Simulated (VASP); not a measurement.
**KI: single point with PBE-based screened hybrid**

KI:

```
K I
1.0
     0.00000    3.54429    3.54429
     3.54429    0.00000    3.54429
     3.54429    3.54429    0.00000
K I
1 1
Direct
  0.00000 0.00000 0.00000
  0.50000 0.50000 0.50000
```

- Program: VASP 6.6.1
- Task: single point
- Functional: PBE-based screened hybrid
- Potentials or basis: VASP PAW PBE potentials, release 64 (K_sv, I)
- Cutoff: 520 eV
- k mesh: 4 × 4 × 4
- Occupations: gaussian, width 0.01 eV
- Spin: no spin polarisation
- Dipole correction: no
- Grid for exact exchange (PRECFOCK): Normal
- Share of exact exchange: 0.4
- Further INCAR settings: ALGO = Normal; EDIFF = 1e-07; NBANDS = 15
- Screening parameter: 0.2078 1/Å

| Item | Value |
| --- | --- |
| Pressure | 0.2 GPa |
| Band gap on the k mesh | 5.54 eV, direct |

Levels at points of the mesh, in eV from the valence-band top:
| k point | band 4 | band 5 | band 6 | band 7 | band 8 | band 9 | band 10 | band 11 | band 12 | band 13 |
| --- | --- | --- | --- | --- | --- | --- | --- | --- | --- | --- |
| (0.00, 0.00, 0.00) | -13.54 | -11.90 | 0.00 | 0.00 | 0.00 | 5.54 | 8.34 | 8.34 | 8.34 | 9.24 |
| (0.50, 0.00, 0.00) | -13.54 | -11.57 | -1.40 | -0.35 | -0.35 | 7.08 | 9.60 | 9.89 | 9.89 | 10.96 |
| (0.50, 0.50, 0.00) | -13.56 | -11.72 | -1.09 | -0.40 | -0.40 | 6.56 | 7.47 | 10.29 | 10.53 | 11.01 |

It took 7.7 min on 1 thread of Intel(R) Xeon(R) Platinum 8488C (Sapphire Rapids), with other jobs on the host, peak memory 0.35 GiB.

Caveat: the PAW data sets were made with another functional, which shifts forces and pressure a little; spin-orbit coupling is left out, which moves the levels of the heavy elements.
